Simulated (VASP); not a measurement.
# BeS (hb.bB) (F-43m) in VASP: further runs

Runs on BeS (hb.bB). Level: PBE. Tasks: single point.

Program: VASP 6.6.1. These are calculated values, not measurements. Logs are shortened: lines on timing, memory, paths and dates and some standing lists are left out, and cuts for length are marked.

### Step 1. The cell of the first run

It takes space group F-43m (No. 216, cubic). Conventional cell: a = 4.876 Å, b = 4.876 Å, c = 4.876 Å, α = 90.00°, β = 90.00°, γ = 90.00°. Within 2.8 Å of Be (site symmetry -43m) lie 4 S at 2.11 Å. Within 2.8 Å of S (site symmetry -43m) lie 4 Be at 2.11 Å.

### Step 2. Single point, PBE

Input file INCAR:

```
SYSTEM = BeS
PREC = Accurate
ENCUT = 600
EDIFF = 1E-6
ISMEAR = 0
SIGMA = 0.02
LREAL = .FALSE.
LASPH = .TRUE.
NELM = 120
ALGO = Normal
ISIF = 2
LWAVE = .FALSE.
LCHARG = .FALSE.
GGA = PE
NBANDS = 11
GGA_COMPAT = .FALSE.
```

Input file KPOINTS:

```
regular mesh
0
G
  8 8 8
  0 0 0
```

Input file POSCAR:

```
BeS
1.0
    0.0000000000      2.4378857558      2.4378857558
    2.4378857558      0.0000000000      2.4378857558
    2.4378857558      2.4378857558      0.0000000000
Be S
1 1
Direct
    0.0000000000      0.0000000000      0.0000000000
    0.2500000000      0.2500000000      0.2500000000
```

Potentials or basis: VASP PAW PBE potentials, release 64 (Be, S).

On the command line:

```
$ cat potpaw_PBE.64/Be/POTCAR potpaw_PBE.64/S/POTCAR > POTCAR
$ mpirun -np 1 vasp_std > vasp.out
```

OUTCAR:

```text
SYSTEM = BeS
   PREC = Accurate
   ENCUT = 600
   EDIFF = 1E-6
   ISMEAR = 0
   LREAL = .FALSE.
   LASPH = .TRUE.
   NELM = 120
   ISIF = 2
   GGA = PE

 ion  position               nearest neighbor table
   1  0.000  0.000  0.000-   2 2.11   2 2.11   2 2.11   2 2.11
   2  0.250  0.250  0.250-   1 2.11   1 2.11   1 2.11   1 2.11

  LATTYP: Found a face centered cubic cell.
 ALAT       =     4.8757715116

  Lattice vectors:

 A1 = (   0.0000000000,   2.4378857558,   2.4378857558)
 A2 = (   2.4378857558,   0.0000000000,   2.4378857558)
 A3 = (   2.4378857558,   2.4378857558,   0.0000000000)

Analysis of symmetry for initial positions (statically):
=====================================================================
 Subroutine PRICEL returns:
 Original cell was already a primitive cell.

 Routine SETGRP: Setting up the symmetry group for a
 face centered cubic supercell.

 Subroutine GETGRP returns: Found 24 space group operations
 (whereof 24 operations were pure point group operations)
 out of a pool of 48 trial point group operations.

The static configuration has the point symmetry T_d .

Analysis of symmetry for dynamics (positions and initial velocities):
=====================================================================
 Subroutine PRICEL returns:
 Original cell was already a primitive cell.

 Routine SETGRP: Setting up the symmetry group for a
 face centered cubic supercell.

 Subroutine GETGRP returns: Found 24 space group operations
 (whereof 24 operations were pure point group operations)
 out of a pool of 48 trial point group operations.

The dynamic configuration has the point symmetry T_d .

 Subroutine INISYM returns: Found 24 space group operations
 (whereof 24 operations are pure point group operations),
 and found     1 'primitive' translations

----------------------------------------------------------------------------------------

                                     Primitive cell

  volume of cell :      28.9781

  direct lattice vectors                    reciprocal lattice vectors
     0.000000000  2.437885756  2.437885756    -0.205095747  0.205095747  0.205095747
     2.437885756  0.000000000  2.437885756     0.205095747 -0.205095747  0.205095747
     2.437885756  2.437885756  0.000000000     0.205095747  0.205095747 -0.205095747

  length of vectors
     3.447691099  3.447691099  3.447691099     0.355236254  0.355236254  0.355236254

  position of ions in fractional coordinates (direct lattice)
     0.000000000  0.000000000  0.000000000
     0.250000000  0.250000000  0.250000000

[... 85 lines left out ...]
   TEBEG  =    0.0;   TEEND  =   0.0 temperature during run
   PSTRESS=    0.0 pullay stress
   NELECT =       8.0000    total number of electrons
   NUPDOWN=      -1.0000    fix difference up-down
   EMIN   =  10.00;   EMAX   =-10.00  energy-range for DOS
   EFERMI =   0.00;   METHOD = LEGACY
   ISMEAR =     0;   SIGMA  =   0.02  broadening in eV -4-tet -1-fermi 0-gaus
   EFERMI_NEDOS =   21; number of points for ismear=-14 and -15
   IALGO  =     38    algorithm
   IMIX   =      4    mixing-type and parameters
     AMIX     =   0.40;   BMIX     =  1.00
     AMIX_MAG =   1.60;   BMIX_MAG =  1.00
  volume/ion in A,a.u.               =      14.49        97.78
  Fermi-wavevector in a.u.,A,eV,Ry     =   1.065978  2.014406 15.460417  1.136309
  Thomas-Fermi vector in A             =   2.201547
   LORBIT       =      0    0 simple, 1 ext, 2 COOP (PROOUT), +10 PAW based schemes
   GGA     = PE    functional components
   LHFCALC =     F    Hartree Fock is set to
   AEXX    =    0.0000 exact exchange contribution
   IVDW    =     0    specifies the selected vdW correction
   LEPSILON=     F    determine dielectric tensor
   LRPA    =     F    only Hartree local field effects (RPA)
 non-spin polarized calculation
 Gauss-broadening in eV      SIGMA  =   0.02
  energy-cutoff  :      600.00
  volume of cell :       28.98
 maximum number of plane-waves:       982
   NGX = 13   NGY = 13   NGZ = 13

 number of electron       7.9999999 magnetization

 Free energy of the ion-electron system (eV)
  ---------------------------------------------------
  ext. energy  EPLUGINS =         0.00000000
  ---------------------------------------------------
  free energy    TOTEN  =       -10.01354618 eV

  energy without entropy =      -10.01354618  energy(sigma->0) =      -10.01354618

 E-fermi :   4.1832     XC(G=0):  -9.6650

 val. band max:        4.0114162828   @ k =   0.0000   0.0000   0.0000
 cond. band min:       7.1574495372   @ k =   0.5000   0.5000   0.0000
 fundamental gap:      3.1460332545
 Fermi energy:         4.1831982572

 k-point     1 :       0.0000    0.0000    0.0000
  band No.  band energies     occupation
      1      -9.5751      2.00000
      2       4.0114      2.00000
      3       4.0114      2.00000
      4       4.0114      2.00000
      5       9.6872      0.00000
      6       9.6872      0.00000
      7       9.6872      0.00000
      8       9.7636      0.00000
      9      16.7938      0.00000
     10      16.7938      0.00000
     11      18.7610      0.00000
[... 309 lines left out ...]
 k-point    24 :      -0.3750    0.2500    0.1250
  band No.  band energies     occupation
      1      -7.7403      2.00000
      2      -1.1485      2.00000
      3       1.2861      2.00000
      4       2.2146      2.00000
      5      10.1182      0.00000
      6      10.5622      0.00000
      7      13.0759      0.00000
      8      14.4567      0.00000
      9      15.4029      0.00000
     10      19.2416      0.00000
     11      19.8658      0.00000

 [... further k-points ...]

------------------------ aborting loop because EDIFF is reached ----------------------------------------

  FORCE on cell =-STRESS in cart. coord.  units (eV):
  Direction    XX          YY          ZZ          XY          YZ          ZX
  --------------------------------------------------------------------------------------
  -------------------------------------------------------------------------------------
  Total        0.0116932      0.0116932      0.0116932      0.0000000     -0.0000000      0.0000000
  in kB        0.6465103      0.6465103      0.6465103      0.0000000     -0.0000000      0.0000000
  external PRESSURE =       0.6465103 kB  Pullay stress =       0.0000000 kB

 VOLUME and BASIS-vectors are now :
 -----------------------------------------------------------------------------
  energy-cutoff  :      600.00
  volume of cell :       28.98
      direct lattice vectors                 reciprocal lattice vectors
     0.000000000  2.437885756  2.437885756    -0.205095747  0.205095747  0.205095747
     2.437885756  0.000000000  2.437885756     0.205095747 -0.205095747  0.205095747
     2.437885756  2.437885756  0.000000000     0.205095747  0.205095747 -0.205095747

 POSITION                                       TOTAL-FORCE (eV/Angst)
 -----------------------------------------------------------------------------------
      0.00000      0.00000      0.00000         0.000000      0.000000     -0.000000
      1.21894      1.21894      1.21894        -0.000000     -0.000000      0.000000
 -----------------------------------------------------------------------------------
    total drift:                               -0.000000     -0.000000     -0.000000

  FREE ENERGIE OF THE ION-ELECTRON SYSTEM (eV)
  ---------------------------------------------------
  free  energy   TOTEN  =       -10.0135461847 eV

  energy  without entropy=      -10.0135461847  energy(sigma->0) =      -10.01354618
```

OSZICAR:

```text
N       E                     dE             d eps       ncg     rms          rms(c)
DAV:   1     0.228545744379E+02    0.22855E+02   -0.41809E+03   638   0.701E+02
DAV:   2    -0.886873607666E+01   -0.31723E+02   -0.30537E+02   875   0.123E+02
DAV:   3    -0.101716923851E+02   -0.13030E+01   -0.13005E+01   824   0.250E+01
DAV:   4    -0.101803034130E+02   -0.86110E-02   -0.86097E-02   828   0.230E+00
DAV:   5    -0.101803744511E+02   -0.71038E-04   -0.71037E-04   820   0.199E-01    0.553E+00
DAV:   6    -0.100502630703E+02    0.13011E+00   -0.11891E-01   734   0.163E+00    0.377E+00
DAV:   7    -0.100121515985E+02    0.38111E-01   -0.11236E-01   806   0.176E+00    0.101E+00
DAV:   8    -0.100134004605E+02   -0.12489E-02   -0.65536E-03   827   0.415E-01    0.140E-01
DAV:   9    -0.100134946915E+02   -0.94231E-04   -0.50823E-04   794   0.144E-01    0.280E-02
DAV:  10    -0.100135410221E+02   -0.46331E-04   -0.78137E-05   769   0.503E-02    0.105E-02
DAV:  11    -0.100135459015E+02   -0.48794E-05   -0.17057E-05   802   0.214E-02    0.892E-03
DAV:  12    -0.100135461847E+02   -0.28313E-06   -0.42667E-07   579   0.469E-03
   1 F= -.10013546E+02 E0= -.10013546E+02  d E =-.604253E-36
```

stdout:

```text
POSCAR found type information on POSCAR BeS
 POSCAR found :  2 types and       2 ions
 scaLAPACK will be used
 LDA part: xc-table for (Slater+PW92), standard interpolation
 POSCAR, INCAR and KPOINTS ok, starting setup
 FFT: planning ... GRIDC
 FFT: planning ... GRID_SOFT
 FFT: planning ... GRID
 WAVECAR not read
 entering main loop
```

Wall time 9.4 s (1 thread of Intel Xeon 6975P-C, shared host); peak memory 0.15 GiB.

What came out:

```yaml
Free_energy: -10.0135 eV
Pressure: 0.1 GPa
Band_gap_on_the_k_mesh: 3.15 eV, indirect (least direct gap 5.68 eV)
```

A k mesh can miss the band edges.

### Step 3. Single point, PBE

Input file INCAR:

```
PREC = Accurate
ENCUT = 600
EDIFF = 1E-6
ISMEAR = 0
SIGMA = 0.02
LREAL = False
LASPH = True
NELM = 120
ALGO = Normal
ISIF = 2
LWAVE = False
LCHARG = False
GGA = PE
NBANDS = 11
GGA_COMPAT = False
```

Input file KPOINTS:

```
regular mesh
0
Gamma
  8 8 8
```

POSCAR is that of step 2.

Potentials or basis: VASP PAW PBE potentials, release 64 (Be, S).

On the command line:

```
$ cat potpaw_PBE.64/Be/POTCAR potpaw_PBE.64/S/POTCAR > POTCAR
$ mpirun -np 1 vasp_std > vasp.out
```

Wall time 7.9 s (1 thread of Intel Xeon 6975P-C, shared host); peak memory 0.15 GiB.

The run converged. Its results:

```
Free energy            : -10.0135 eV
Pressure               : 0.1 GPa
Band gap on the k mesh : 3.15 eV, indirect (least direct gap 5.68 eV)
```

Levels at points of the mesh, in eV from the valence-band top:
```csv
k point,band 1,band 2,band 3,band 4,band 5,band 6,band 7,band 8,band 9
"(0.00, 0.00, 0.00)",-13.59,0.00,0.00,0.00,5.68,5.68,5.68,5.75,12.78
"(0.50, 0.00, 0.00)",-12.02,-5.69,-1.01,-1.01,5.42,6.57,6.57,11.13,14.87
"(0.50, 0.50, 0.00)",-11.49,-4.94,-2.59,-2.59,3.15,4.93,12.65,12.65,15.35
```

A k mesh can miss the band edges.
